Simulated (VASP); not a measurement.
# PbS in VASP: single point with r2SCAN

Aim: the single point of PbS with r2SCAN.

All numbers are computed with VASP 6.6.1; they aren't measurements. Logs are shortened: lines on timing, memory, paths and dates and some standing lists are left out, and cuts for length are marked.

## 1. The cell of the first run

The cell holds a slab with vacuum, 4 atoms: a = 4.217 Å, b = 4.217 Å, c = 11.706 Å, α = 93.80°, β = 93.80°, γ = 90.00°.

## 2. Single point, r2SCAN

Contents of POSCAR:

```
PbS
1.0
    2.9818378725     -2.9818738225     -0.0003353573
    2.9818378725      2.9818738225     -0.0003353573
   -1.0965738633      0.0000000000     11.6543954730
Pb S
2 2
Direct
    0.7726371113      0.7726371113      0.6228050356
    0.2273628887      0.2273628887      0.3771949644
    0.2693844135      0.2693844135      0.6052819744
    0.7306155865      0.7306155865      0.3947180256
```

Contents of INCAR.step1:

```
PREC = Accurate
ENCUT = 520
ISMEAR = 0
SIGMA = 0.02
LREAL = F
LASPH = T
NELM = 60
NBANDS = 28
GGA = PE
ALGO = Normal
EDIFF = 1E-4
LWAVE = T
LCHARG = F
```

Contents of INCAR.step2:

```
PREC = Accurate
ENCUT = 520
EDIFF = 1E-7
ISMEAR = 0
SIGMA = 0.02
LREAL = F
LASPH = T
NELM = 60
ALGO = Normal
ISIF = 2
LWAVE = F
LCHARG = F
METAGGA = R2SCAN
LMIXTAU = T
NBANDS = 28
ISTART = 1
```

Contents of KPOINTS:

```
regular mesh
0
Gamma
  8 8 4
```

Potentials or basis: VASP PAW PBE potentials, release 64 (Pb_d, S).

On the command line:

```bash
cat potpaw_PBE.64/Pb_d/POTCAR potpaw_PBE.64/S/POTCAR > POTCAR
cp INCAR.step1 INCAR
mpirun -np 1 vasp_std > vasp.out
cp INCAR.step2 INCAR
mpirun -np 1 vasp_std > vasp.out
```

OUTCAR:

```text
PREC = Accurate
   ENCUT = 520
   EDIFF = 1E-7
   ISMEAR = 0
   LREAL = F
   LASPH = T
   NELM = 60
   ISIF = 2
   METAGGA = R2SCAN
   ISTART = 1

 ion  position               nearest neighbor table
   1  0.773  0.773  0.623-   4 2.66   3 2.99   3 2.99   3 2.99   3 2.99   2 4.13   2 4.13   2 4.13
                             2 4.13
   2  0.227  0.227  0.377-   3 2.66   4 2.99   4 2.99   4 2.99   4 2.99   1 4.13   1 4.13   1 4.13
                             1 4.13
   3  0.269  0.269  0.605-   2 2.66   1 2.99   1 2.99   1 2.99   1 2.99
   4  0.731  0.731  0.395-   1 2.66   2 2.99   2 2.99   2 2.99   2 2.99

  LATTYP: Found a base centered monoclinic cell.
 ALAT       =     5.9636757827
 B/A-ratio  =     1.0000120500
 C/A-ratio  =     1.9628616802
 COS(beta)  =    -0.0937892292

  Lattice vectors:

 A1 = (   2.9818378725,  -2.9818738225,  -0.0003353573)
 A2 = (   2.9818378725,   2.9818738225,  -0.0003353573)
 A3 = (  -1.0965738633,   0.0000000000,  11.6543954730)

Analysis of symmetry for initial positions (statically):
=====================================================================
 Subroutine PRICEL returns:
 Original cell was already a primitive cell.

 Routine SETGRP: Setting up the symmetry group for a
 base centered monoclinic supercell.

 Subroutine GETGRP returns: Found  4 space group operations
 (whereof  4 operations were pure point group operations)
 out of a pool of  4 trial point group operations.

The static configuration has the point symmetry C_2h.

Analysis of symmetry for dynamics (positions and initial velocities):
=====================================================================
 Subroutine PRICEL returns:
 Original cell was already a primitive cell.

 Routine SETGRP: Setting up the symmetry group for a
 base centered monoclinic supercell.

 Subroutine GETGRP returns: Found  4 space group operations
 (whereof  4 operations were pure point group operations)
 out of a pool of  4 trial point group operations.

The dynamic configuration has the point symmetry C_2h.

 Subroutine INISYM returns: Found  4 space group operations
 (whereof  4 operations are pure point group operations),
 and found     1 'primitive' translations

----------------------------------------------------------------------------------------

                                     Primitive cell

  volume of cell :     207.2471

  direct lattice vectors                    reciprocal lattice vectors
     2.981837872 -2.981873822 -0.000335357     0.167683594 -0.167679798  0.015777519
     2.981837872  2.981873822 -0.000335357     0.167683594  0.167679798  0.015777519
    -1.096573863  0.000000000 11.654395473     0.000009650  0.000000000  0.085805444

  length of vectors
     4.216980994  4.216980994 11.705870667     0.237662013  0.237662013  0.085805445

  position of ions in fractional coordinates (direct lattice)
     0.772637111  0.772637111  0.622805036
     0.227362889  0.227362889  0.377194964
     0.269384413  0.269384413  0.605281974
     0.730615587  0.730615587  0.394718026

  ion indices of the primitive-cell ions
   primitive index   ion index
                 1           1
                 2           2
                 3           3
                 4           4

----------------------------------------------------------------------------------------

 KPOINTS: regular mesh

Automatic generation of k-mesh.
 Grid dimensions read from file:
 generate k-points for:    8    8    4

 Generating k-lattice:

  Cartesian coordinates                     Fractional coordinates (reciprocal lattice)
     0.020960449 -0.020959975  0.001972190     0.125000000 -0.000000000  0.000000000
     0.020960449  0.020959975  0.001972190    -0.000000000  0.125000000  0.000000000
     0.000002413  0.000000000  0.021451361     0.000000000  0.000000000  0.250000000

  Length of vectors
     0.029707752  0.029707752  0.021451361

  Shift w.r.t. Gamma in fractional coordinates (k-lattice)
     0.000000000  0.000000000  0.000000000

 Subroutine IBZKPT returns following result:
 ===========================================

 Found     78 irreducible k-points:

 Following reciprocal coordinates:
            Coordinates               Weight
  0.000000  0.000000  0.000000      1.000000
  0.125000  0.000000  0.000000      4.000000
  0.250000  0.000000  0.000000      4.000000
  0.375000 -0.000000  0.000000      4.000000
  0.500000  0.000000  0.000000      2.000000
  0.125000  0.125000  0.000000      2.000000
[... 16 lines left out ...]
  0.125000 -0.000000  0.250000      4.000000
  0.250000 -0.000000  0.250000      4.000000
 [... further k-points ...]
   k-points           NKPTS =     78   k-points in BZ     NKDIM =     78   number of bands    NBANDS=     28
   number of dos      NEDOS =    301   number of ions     NIONS =      4
   total plane-waves  NPLWV =  92160
   dimension x,y,z NGX =    32 NGY =   32 NGZ =   90
   dimension x,y,z NGXF=    64 NGYF=   64 NGZF=  180
   ions per type =               2   2
   NGX,Y,Z   is equivalent  to a cutoff of  12.62, 12.62, 12.78 a.u.
   NGXF,Y,Z  is equivalent  to a cutoff of  25.23, 25.23, 25.56 a.u.
 SYSTEM =  unknown system
   PREC   = accura    normal or accurate (medium, high low for compatibility)
   ISTART =      1    job   : 0-new  1-cont  2-samecut
   ICHARG =      0    charge: 1-file 2-atom 10-const
   ISPIN  =      1    spin polarized calculation?
   LNONCOLLINEAR =      F non collinear calculations
   LSORBIT =      F    spin-orbit coupling
   LASPH  =      T    aspherical Exc in radial PAW
   ENCUT  =  520.0 eV  38.22 Ry    6.18 a.u.   7.84  7.84 21.77*2*pi/ulx,y,z
   NELM   =     60;   NELMIN=  2; NELMDL=  0     # of ELM steps
   EDIFF  = 0.1E-06   stopping-criterion for ELM
   LREAL  =      F    real-space projection
   EDIFFG = 0.1E-05   stopping-criterion for IOM
   NSW    =      0    number of steps for IOM
   IBRION =     -1    ionic relax: 0-MD 1-quasi-New 2-CG
   NFREE  =      0    steps in history (QN), initial steepest desc. (CG)
   ISIF   =      2    stress and relaxation
   ISYM   =      2    0-nonsym 1-usesym 2-fastsym
   POTIM  = 0.5000    time-step for ionic-motion
   TEBEG  =    0.0;   TEEND  =   0.0 temperature during run
   PSTRESS=    0.0 pullay stress
   NELECT =      40.0000    total number of electrons
   NUPDOWN=      -1.0000    fix difference up-down
   EMIN   =  10.00;   EMAX   =-10.00  energy-range for DOS
   EFERMI =   0.00;   METHOD = LEGACY
   ISMEAR =     0;   SIGMA  =   0.02  broadening in eV -4-tet -1-fermi 0-gaus
   EFERMI_NEDOS =   21; number of points for ismear=-14 and -15
   IALGO  =     38    algorithm
   IMIX   =      4    mixing-type and parameters
     AMIX     =   0.40;   BMIX     =  1.00
     AMIX_MAG =   1.60;   BMIX_MAG =  1.00
  volume/ion in A,a.u.               =      51.81       349.64
  Fermi-wavevector in a.u.,A,eV,Ry     =   0.946089  1.787849 12.178364  0.895084
  Thomas-Fermi vector in A             =   2.074053
   LORBIT       =      0    0 simple, 1 ext, 2 COOP (PROOUT), +10 PAW based schemes
   METAGGA = R2SCAN    functional components
   LHFCALC =     F    Hartree Fock is set to
   AEXX    =    0.0000 exact exchange contribution
   IVDW    =     0    specifies the selected vdW correction
   LEPSILON=     F    determine dielectric tensor
   LRPA    =     F    only Hartree local field effects (RPA)
 non-spin polarized calculation
 Gauss-broadening in eV      SIGMA  =   0.02
  energy-cutoff  :      520.00
  volume of cell :      207.25
 maximum number of plane-waves:      5606
   NGX = 15   NGY = 15   NGZ = 43

 number of electron      40.0000000 magnetization

 Free energy of the ion-electron system (eV)
  ---------------------------------------------------
  ext. energy  EPLUGINS =         0.00000000
  ---------------------------------------------------
  free energy    TOTEN  =      -130.91327183 eV

  energy without entropy =     -130.91327183  energy(sigma->0) =     -130.91327183

 E-fermi :   0.2265     XC(G=0):  -5.8453

 val. band max:        0.1098584711   @ k =   0.3750  -0.0000   0.5000
 cond. band min:       2.3190463805   @ k =   0.0000   0.0000   0.5000
 fundamental gap:      2.2091879094
 Fermi energy:         0.2265263288

 k-point     1 :       0.0000    0.0000    0.0000
  band No.  band energies     occupation
      1     -16.7211      2.00000
      2     -16.6122      2.00000
      3     -16.5960      2.00000
      4     -16.5802      2.00000
      5     -16.5714      2.00000
      6     -16.5534      2.00000
[... 20 lines left out ...]
     27       6.9985      0.00000
     28       6.9987      0.00000

 k-point     2 :       0.1250    0.0000    0.0000
  band No.  band energies     occupation
      1     -16.7112      2.00000
      2     -16.6071      2.00000
      3     -16.5927      2.00000
      4     -16.5801      2.00000
      5     -16.5757      2.00000
      6     -16.5634      2.00000
[... 20 lines left out ...]
     27       6.4379      0.00000
     28       6.8282      0.00000

 k-point     3 :       0.2500    0.0000    0.0000
  band No.  band energies     occupation
      1     -16.6859      2.00000
      2     -16.5943      2.00000
      3     -16.5938      2.00000
      4     -16.5857      2.00000
      5     -16.5776      2.00000
      6     -16.5748      2.00000
[... 20 lines left out ...]
     27       6.0812      0.00000
     28       7.3706      0.00000

 k-point     4 :       0.3750   -0.0000    0.0000
  band No.  band energies     occupation
      1     -16.6551      2.00000
      2     -16.6061      2.00000
      3     -16.5948      2.00000
      4     -16.5906      2.00000
      5     -16.5805      2.00000
      6     -16.5692      2.00000
[... 578 lines left out ...]
     27       6.9987      0.00000
     28       6.9989      0.00000

 k-point    23 :       0.1250   -0.0000    0.2500
  band No.  band energies     occupation
      1     -16.7112      2.00000
      2     -16.6071      2.00000
      3     -16.5927      2.00000
      4     -16.5801      2.00000
      5     -16.5757      2.00000
      6     -16.5634      2.00000
[... 20 lines left out ...]
     27       6.4381      0.00000
     28       6.8385      0.00000

 k-point    24 :       0.2500   -0.0000    0.2500
  band No.  band energies     occupation
      1     -16.6859      2.00000
      2     -16.5943      2.00000
      3     -16.5938      2.00000
      4     -16.5857      2.00000
      5     -16.5776      2.00000
      6     -16.5748      2.00000
[... 20 lines left out ...]
     27       6.0003      0.00000
     28       7.1698      0.00000

 [... further k-points ...]

------------------------ aborting loop because EDIFF is reached ----------------------------------------

  FORCE on cell =-STRESS in cart. coord.  units (eV):
  Direction    XX          YY          ZZ          XY          YZ          ZX
  --------------------------------------------------------------------------------------
  -------------------------------------------------------------------------------------
  Total       -0.0040726     -0.0045466     -0.0098869      0.0000000      0.0000000     -0.0002895
  in kB       -0.0314840     -0.0351484     -0.0764330      0.0000000      0.0000000     -0.0022378
  external PRESSURE =      -0.0476885 kB  Pullay stress =       0.0000000 kB

 VOLUME and BASIS-vectors are now :
 -----------------------------------------------------------------------------
  energy-cutoff  :      520.00
  volume of cell :      207.25
      direct lattice vectors                 reciprocal lattice vectors
     2.981837872 -2.981873822 -0.000335357     0.167683594 -0.167679798  0.015777519
     2.981837872  2.981873822 -0.000335357     0.167683594  0.167679798  0.015777519
    -1.096573863  0.000000000 11.654395473     0.000009650  0.000000000  0.085805444

 POSITION                                       TOTAL-FORCE (eV/Angst)
 -----------------------------------------------------------------------------------
      3.92481      0.00000      7.25790        -0.000200      0.000000      0.004449
      0.94230      0.00000      4.39583         0.000200      0.000000     -0.004449
      0.94278      0.00000      7.05401        -0.000142      0.000000      0.009807
      3.92432      0.00000      4.59971         0.000142      0.000000     -0.009807
 -----------------------------------------------------------------------------------
    total drift:                               -0.000000     -0.000000     -0.000000

  FREE ENERGIE OF THE ION-ELECTRON SYSTEM (eV)
  ---------------------------------------------------
  free  energy   TOTEN  =      -130.9132718273 eV

  energy  without entropy=     -130.9132718273  energy(sigma->0) =     -130.91327183
```

It took 27 min on 1 thread of Intel Xeon 8259CL, shared host; peak memory 0.59 GiB.

What came out:

| Property | Result |
| --- | --- |
| Free energy | -130.9133 eV |
| Largest force | 0.010 eV/Å |
| Band gap on the k mesh | 2.21 eV (least direct gap 2.25 eV) |

Forces on the atoms (eV/Å):
```
Pb   0.000  0.000  0.004
Pb   0.000  0.000 -0.004
S    0.000  0.000  0.010
S    0.000  0.000 -0.010
```

Caveat: there is no dipole correction, which matters where the two faces differ; the PAW data sets were made with another functional, which shifts forces and pressure a little; spin-orbit coupling is left out, which moves the levels of the heavy elements.
